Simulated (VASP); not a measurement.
# SrTiO3 (Amm2) in VASP: further runs

SrTiO3 is run at these levels: PBE; tasks: single point.

All numbers are computed with VASP 6.6.1; they aren't measurements. Logs are shortened: lines on timing, memory, paths and dates and some standing lists are left out, and cuts for length are marked.

**1. The cell of the first run**

Symmetry: Amm2, No. 38, orthorhombic system. The conventional cell has a = 3.936 Å, b = 5.567 Å, c = 5.567 Å, α = 90.00°, β = 90.00°, γ = 90.00°. Within 3.6 Å of Sr (site symmetry mm2) lie 12 O at 2.58 to 2.98 Å and 8 Ti at 3.25 to 3.57 Å. Within 2.6 Å of Ti (site symmetry mm2) lie 6 O at 1.97 Å. Within 2.6 Å of O (site symmetry mm2) lie 2 Ti at 1.97 Å and 1 Sr at 2.58 Å. O (site symmetry m) has 2 Ti at 1.97 Å and 4 Sr at 2.69 to 2.89 Å and 8 O at 2.78 Å within 2.9 Å.

**2. Single point, PBE**

INCAR reads:

```
ALGO = Normal ; EDIFF = 1E-6
ENCUT = 520 ; GGA = PE
ISIF = 2 ; ISMEAR = 0
LASPH = T ; LCHARG = T
LELF = T ; LREAL = F
LVHAR = T ; LWAVE = F
NBANDS = 28 ; NELM = 100
PREC = Accurate ; SIGMA = 0.05
```

KPOINTS reads:

```
k-points
0
Gamma
  8 8 8
```

POSCAR reads:

```
SrTiO3
1.0
    3.9364035669      0.0000000000      0.0000000000
    0.0000000000      3.9364035669      0.0000000000
    0.0000000000      0.0000000000      3.9364035669
Sr Ti O
1 1 3
Direct
    0.0000000000      0.0359265390      0.0359265390
    0.5000000000      0.5000000000      0.5000000000
    0.0000000000      0.5000000000      0.5000000000
    0.5000000000      0.0000000000      0.5000000000
    0.5000000000      0.5000000000      0.0000000000
```

Potentials or basis: VASP PAW PBE potentials, release 64 (Sr_sv, Ti_sv, O).

Launch:

```bash
$ cat potpaw_PBE.64/Sr_sv/POTCAR potpaw_PBE.64/Ti_sv/POTCAR potpaw_PBE.64/O/POTCAR > POTCAR
$ mpirun -np 1 vasp_std > vasp.out
```

OUTCAR:

```text
EDIFF = 1E-6
   ENCUT = 520
   GGA = PE
   ISIF = 2
   ISMEAR = 0
   LASPH = T
   LREAL = F
   NELM = 100
   PREC = Accurate

 ion  position               nearest neighbor table
   1  0.000  0.036  0.036-   3 2.58   4 2.69   5 2.69   4 2.69   5 2.69   3 2.79   3 2.79   4 2.89
                             5 2.89   4 2.89   5 2.89   3 2.98   2 3.25   2 3.25   2 3.41   2 3.41
   2  0.500  0.500  0.500-   3 1.97   4 1.97   5 1.97   5 1.97   4 1.97   3 1.97   1 3.25   1 3.25
                             1 3.41   1 3.41   1 3.41   1 3.41   1 3.57   1 3.57
   3  0.000  0.500  0.500-   2 1.97   2 1.97   1 2.58   1 2.79   1 2.79   1 2.98
   4  0.500  0.000  0.500-   2 1.97   2 1.97   1 2.69   1 2.69   1 2.89   1 2.89
   5  0.500  0.500  0.000-   2 1.97   2 1.97   1 2.69   1 2.69   1 2.89   1 2.89

  LATTYP: Found a simple cubic cell.
 ALAT       =     3.9364035669

  Lattice vectors:

 A1 = (   3.9364035669,   0.0000000000,   0.0000000000)
 A2 = (   0.0000000000,   3.9364035669,   0.0000000000)
 A3 = (   0.0000000000,   0.0000000000,   3.9364035669)

Analysis of symmetry for initial positions (statically):
=====================================================================
 Subroutine PRICEL returns:
 Original cell was already a primitive cell.

 Routine SETGRP: Setting up the symmetry group for a
 simple cubic supercell.

 Subroutine GETGRP returns: Found  4 space group operations
 (whereof  4 operations were pure point group operations)
 out of a pool of 48 trial point group operations.

The static configuration has the point symmetry C_2v.

Analysis of symmetry for dynamics (positions and initial velocities):
=====================================================================
 Subroutine PRICEL returns:
 Original cell was already a primitive cell.

 Routine SETGRP: Setting up the symmetry group for a
 simple cubic supercell.

 Subroutine GETGRP returns: Found  4 space group operations
 (whereof  4 operations were pure point group operations)
 out of a pool of 48 trial point group operations.

The dynamic configuration has the point symmetry C_2v.

 Subroutine INISYM returns: Found  4 space group operations
 (whereof  4 operations are pure point group operations),
 and found     1 'primitive' translations

----------------------------------------------------------------------------------------

                                     Primitive cell

  volume of cell :      60.9956

  direct lattice vectors                    reciprocal lattice vectors
     3.936403567  0.000000000  0.000000000     0.254038993  0.000000000  0.000000000
     0.000000000  3.936403567  0.000000000     0.000000000  0.254038993  0.000000000
     0.000000000  0.000000000  3.936403567     0.000000000  0.000000000  0.254038993

  length of vectors
     3.936403567  3.936403567  3.936403567     0.254038993  0.254038993  0.254038993

  position of ions in fractional coordinates (direct lattice)
     0.000000000  0.035926539  0.035926539
     0.500000000  0.500000000  0.500000000
     0.000000000  0.500000000  0.500000000
     0.500000000  0.000000000  0.500000000
     0.500000000  0.500000000  0.000000000

  ion indices of the primitive-cell ions
   primitive index   ion index
                 1           1
                 2           2
                 3           3
                 4           4
                 5           5

----------------------------------------------------------------------------------------

 KPOINTS: k-points

Automatic generation of k-mesh.
 Grid dimensions read from file:
 generate k-points for:    8    8    8

 Generating k-lattice:

  Cartesian coordinates                     Fractional coordinates (reciprocal lattice)
     0.031754874  0.000000000  0.000000000     0.125000000  0.000000000  0.000000000
     0.000000000  0.031754874  0.000000000     0.000000000  0.125000000  0.000000000
     0.000000000  0.000000000  0.031754874     0.000000000  0.000000000  0.125000000

  Length of vectors
     0.031754874  0.031754874  0.031754874

  Shift w.r.t. Gamma in fractional coordinates (k-lattice)
     0.000000000  0.000000000  0.000000000

 Subroutine IBZKPT returns following result:
 ===========================================

 Found    105 irreducible k-points:

 Following reciprocal coordinates:
            Coordinates               Weight
  0.000000  0.000000  0.000000      1.000000
  0.125000  0.000000  0.000000      2.000000
  0.000000  0.125000  0.000000      4.000000
  0.250000  0.000000  0.000000      2.000000
  0.000000  0.250000  0.000000      4.000000
  0.375000  0.000000  0.000000      2.000000
[... 16 lines left out ...]
  0.125000  0.000000  0.500000      4.000000
  0.250000  0.250000  0.000000      8.000000
 [... further k-points ...]
   k-points           NKPTS =    105   k-points in BZ     NKDIM =    105   number of bands    NBANDS=     28
   number of dos      NEDOS =    301   number of ions     NIONS =      5
   total plane-waves  NPLWV =  27000
   dimension x,y,z NGX =    30 NGY =   30 NGZ =   30
   dimension x,y,z NGXF=    60 NGYF=   60 NGZF=   60
   ions per type =               1   1   3
   NGX,Y,Z   is equivalent  to a cutoff of  12.67, 12.67, 12.67 a.u.
   NGXF,Y,Z  is equivalent  to a cutoff of  25.34, 25.34, 25.34 a.u.
 SYSTEM =  unknown system
   PREC   = accura    normal or accurate (medium, high low for compatibility)
   ISTART =      0    job   : 0-new  1-cont  2-samecut
   ICHARG =      2    charge: 1-file 2-atom 10-const
   ISPIN  =      1    spin polarized calculation?
   LNONCOLLINEAR =      F non collinear calculations
   LSORBIT =      F    spin-orbit coupling
   LASPH  =      T    aspherical Exc in radial PAW
   ENCUT  =  520.0 eV  38.22 Ry    6.18 a.u.   7.32  7.32  7.32*2*pi/ulx,y,z
   NELM   =    100;   NELMIN=  2; NELMDL= -5     # of ELM steps
   EDIFF  = 0.1E-05   stopping-criterion for ELM
   LREAL  =      F    real-space projection
   EDIFFG = 0.1E-04   stopping-criterion for IOM
   NSW    =      0    number of steps for IOM
   IBRION =     -1    ionic relax: 0-MD 1-quasi-New 2-CG
   NFREE  =      0    steps in history (QN), initial steepest desc. (CG)
   ISIF   =      2    stress and relaxation
   ISYM   =      2    0-nonsym 1-usesym 2-fastsym
   POTIM  = 0.5000    time-step for ionic-motion
   TEBEG  =    0.0;   TEEND  =   0.0 temperature during run
   PSTRESS=    0.0 pullay stress
   NELECT =      40.0000    total number of electrons
   NUPDOWN=      -1.0000    fix difference up-down
   EMIN   =  10.00;   EMAX   =-10.00  energy-range for DOS
   EFERMI =   0.00;   METHOD = LEGACY
   ISMEAR =     0;   SIGMA  =   0.05  broadening in eV -4-tet -1-fermi 0-gaus
   EFERMI_NEDOS =   21; number of points for ismear=-14 and -15
   IALGO  =     38    algorithm
   IMIX   =      4    mixing-type and parameters
     AMIX     =   0.40;   BMIX     =  1.00
     AMIX_MAG =   1.60;   BMIX_MAG =  1.00
  volume/ion in A,a.u.               =      12.20        82.32
  Fermi-wavevector in a.u.,A,eV,Ry     =   1.422313  2.687782 27.524240  2.022975
  Thomas-Fermi vector in A             =   2.543030
   LORBIT       =      0    0 simple, 1 ext, 2 COOP (PROOUT), +10 PAW based schemes
   GGA     = PE    functional components
   LHFCALC =     F    Hartree Fock is set to
   AEXX    =    0.0000 exact exchange contribution
   IVDW    =     0    specifies the selected vdW correction
   LEPSILON=     F    determine dielectric tensor
   LRPA    =     F    only Hartree local field effects (RPA)
 non-spin polarized calculation
 Gauss-broadening in eV      SIGMA  =   0.05
  energy-cutoff  :      520.00
  volume of cell :       61.00
 maximum number of plane-waves:      1671
 NGX is ok and might be reduce to    30
   NGX = 15   NGY = 15   NGZ = 15

 number of electron      39.9999990 magnetization

 Free energy of the ion-electron system (eV)
  ---------------------------------------------------
  ext. energy  EPLUGINS =         0.00000000
  ---------------------------------------------------
  free energy    TOTEN  =       -40.03155079 eV

  energy without entropy =      -40.03155079  energy(sigma->0) =      -40.03155079

 E-fermi :   4.3085     XC(G=0): -11.1329

 val. band max:        3.9438645987   @ k =   0.5000   0.5000   0.5000
 cond. band min:       5.7381089977   @ k =   0.0000   0.0000   0.0000
 fundamental gap:      1.7942443990
 Fermi energy:         4.3085072076

 k-point     1 :       0.0000    0.0000    0.0000
  band No.  band energies     occupation
      1     -52.6169      2.00000
      2     -28.8767      2.00000
      3     -28.8520      2.00000
      4     -28.8452      2.00000
      5     -28.8207      2.00000
      6     -13.4148      2.00000
[... 20 lines left out ...]
     27       9.4829      0.00000
     28       9.9557      0.00000

 k-point     2 :       0.1250    0.0000    0.0000
  band No.  band energies     occupation
      1     -52.6167      2.00000
      2     -28.9019      2.00000
      3     -28.8520      2.00000
      4     -28.8449      2.00000
      5     -28.8013      2.00000
      6     -13.4162      2.00000
[... 20 lines left out ...]
     27       9.7041      0.00000
     28      10.3228      0.00000

 k-point     3 :       0.0000    0.1250    0.0000
  band No.  band energies     occupation
      1     -52.6167      2.00000
      2     -28.8996      2.00000
      3     -28.8516      2.00000
      4     -28.8475      2.00000
      5     -28.8015      2.00000
      6     -13.4216      2.00000
[... 20 lines left out ...]
     27       9.7421      0.00000
     28      10.3226      0.00000

 k-point     4 :       0.2500    0.0000    0.0000
  band No.  band energies     occupation
      1     -52.6163      2.00000
      2     -28.9435      2.00000
      3     -28.8498      2.00000
      4     -28.8440      2.00000
      5     -28.7758      2.00000
      6     -13.4689      2.00000
[... 578 lines left out ...]
     27      11.5512      0.00000
     28      12.1778      0.00000

 k-point    23 :       0.1250    0.0000    0.5000
  band No.  band energies     occupation
      1     -52.6154      2.00000
      2     -28.9755      2.00000
      3     -28.8595      2.00000
      4     -28.8443      2.00000
      5     -28.7583      2.00000
      6     -13.5404      2.00000
[... 20 lines left out ...]
     27      11.5618      0.00000
     28      12.1984      0.00000

 k-point    24 :       0.2500    0.2500    0.0000
  band No.  band energies     occupation
      1     -52.6156      2.00000
      2     -28.9381      2.00000
      3     -28.8803      2.00000
      4     -28.8449      2.00000
      5     -28.7697      2.00000
      6     -13.3360      2.00000
[... 20 lines left out ...]
     27      11.1894      0.00000
     28      11.7638      0.00000

 [... further k-points ...]

------------------------ aborting loop because EDIFF is reached ----------------------------------------

  FORCE on cell =-STRESS in cart. coord.  units (eV):
  Direction    XX          YY          ZZ          XY          YZ          ZX
  --------------------------------------------------------------------------------------
  -------------------------------------------------------------------------------------
  Total        0.6177302      0.5857454      0.5857454      0.0000000      0.3819312      0.0000000
  in kB       16.2259669     15.3858199     15.3858199      0.0000000     10.0322166      0.0000000
  external PRESSURE =      15.6658689 kB  Pullay stress =       0.0000000 kB

 VOLUME and BASIS-vectors are now :
 -----------------------------------------------------------------------------
  energy-cutoff  :      520.00
  volume of cell :       61.00
      direct lattice vectors                 reciprocal lattice vectors
     3.936403567  0.000000000  0.000000000     0.254038993  0.000000000  0.000000000
     0.000000000  3.936403567  0.000000000     0.000000000  0.254038993  0.000000000
     0.000000000  0.000000000  3.936403567     0.000000000  0.000000000  0.254038993

 POSITION                                       TOTAL-FORCE (eV/Angst)
 -----------------------------------------------------------------------------------
      0.00000      0.14142      0.14142         0.000000     -0.536238     -0.536238
      1.96820      1.96820      1.96820         0.000000      0.411897      0.411897
      0.00000      1.96820      1.96820         0.000000     -0.003221     -0.003221
      1.96820      0.00000      1.96820         0.000000      0.161772     -0.034209
      1.96820      1.96820      0.00000         0.000000     -0.034209      0.161772
 -----------------------------------------------------------------------------------
    total drift:                                0.000000     -0.000106     -0.000106

  FREE ENERGIE OF THE ION-ELECTRON SYSTEM (eV)
  ---------------------------------------------------
  free  energy   TOTEN  =       -40.0315507867 eV

  energy  without entropy=      -40.0315507867  energy(sigma->0) =      -40.03155079
```

It took 2.1 min on 1 thread of Intel Xeon 6975P-C (Granite Rapids), shared host; peak memory 0.29 GiB.

What came out:

| Item | Value |
| --- | --- |
| Free energy | -40.0316 eV |
| Pressure | 1.6 GPa |
| Largest force | 0.758 eV/Å |
| Band gap on the k mesh | 1.79 eV (least direct gap 2.16 eV) |

Forces on the atoms (eV/Å):
```
Sr   0.000 -0.536 -0.536
Ti   0.000  0.412  0.412
O    0.000 -0.003 -0.003
O    0.000  0.162 -0.034
O    0.000 -0.034  0.162
```

Caveat: the cell differs from its parent crystal (all Sr atoms moved -0.200 Å, as atom 1 towards its neighbour atom 3 (O) at 2.783 Å). A k mesh can miss the band edges.

[end of part 1 of 2]
